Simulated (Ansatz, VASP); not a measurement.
## P: VASP beside Ansatz

```xyz
2
Lattice="1.5767 0.9103 2.6854 -1.5767 0.9103 2.6854 0.0000 -1.8207 2.6854" Properties=species:S:1:pos:R:3 pbc="T T T"
P     0.0000    0.0000    1.8825
P     0.0000    0.0000    6.1737
```

Change from the starting cell: strain -0.080 along x and y, -0.080 along z, atoms carried along.

Alike in both runs: task single point; functional PBE; dispersion D3(BJ); k mesh 24 × 24 × 24; occupations gaussian, width 0.15 eV; no spin polarisation.

|  | VASP | Ansatz |
| --- | --- | --- |
| version | VASP 6.6.1 | Ansatz 0.2.0 |
| potentials or method | VASP PAW PBE potentials, release 64 (P), cutoff 520 eV | scalar-relativistic, plane waves, PAW |
| valence electrons in the cell | 10 | 10 |

VASP gave:

```
gap on the k mesh at the Fermi level (eV)                     : none
pressure (GPa)                                                : 42.8
traceless stress, the component that is largest in VASP (GPa) : -9.48
rms of the force components (eV/Å)                            : 1.028
```

What did Ansatz give for the same quantities?

gap on the k mesh at the Fermi level (eV): none; pressure (GPa): 43.5; traceless stress, the component that is largest in VASP (GPa): -9.61; rms of the force components (eV/Å): 1.065.

Atom by atom the forces differ by 0.037 eV/Å (rms over components). A gap of «none» marks a metal or a gap that the smearing closes. Both programs put the cell under a high pressure, so it lies far from rest at this level.
